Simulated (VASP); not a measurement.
YWF3:

```xyz
5
Lattice="4.0636 0.0000 0.0000 0.0000 4.0636 0.0000 0.0000 0.0000 4.0636" Properties=species:S:1:pos:R:3 pbc="T T T"
Y     0.0000    0.0000    0.0000
W     2.0318    2.0318    2.0318
F     2.0318    2.0318    0.0000
F     0.0000    2.0318    2.0318
F     2.0318    0.0000    2.0318
```

```yaml
Program: VASP 6.6.1
Task: relaxation of cell and atoms
Functional: PBE
Potentials_or_basis: VASP PAW PBE potentials, release 64 (Y_sv, W_sv, F)
Cutoff: 600 eV
k_mesh: 4 × 4 × 4
Occupations: gaussian, width 0.1 eV
Spin: no spin polarisation
```

At the start: pressure 22.7 GPa; volume 13.42 Å³/atom.

Task: Where does the relaxation end?

Result: Over 3 steps the energy falls by 149.2 meV/atom and the volume is 15.87 Å³/atom (+18.2 %); space group Pm-3m (No. 221, to 0.05 Å).

The path:
```
step  energy change (eV)  largest force (eV/Å)  pressure (GPa)  volume (Å³)
   1              0.0000                0.0000           22.68        67.10
   2             -0.5582                0.0000           -6.70        87.30
   3             -0.7461                0.0000            0.00        79.35
```

Final structure:
```
CELL_PARAMETERS angstrom
4.29711 0.00000 0.00000
0.00000 4.29711 0.00000
0.00000 0.00000 4.29711
ATOMIC_POSITIONS crystal
Y 0.00000 0.00000 0.00000
W 0.50000 0.50000 0.50000
F 0.50000 0.50000 0.00000
F 0.00000 0.50000 0.50000
F 0.50000 0.00000 0.50000
```

Caveat: the k points lie up to 0.37 Å⁻¹ apart in the final cell; the volume moved by over 15 % at a fixed basis, so the end points are rough.
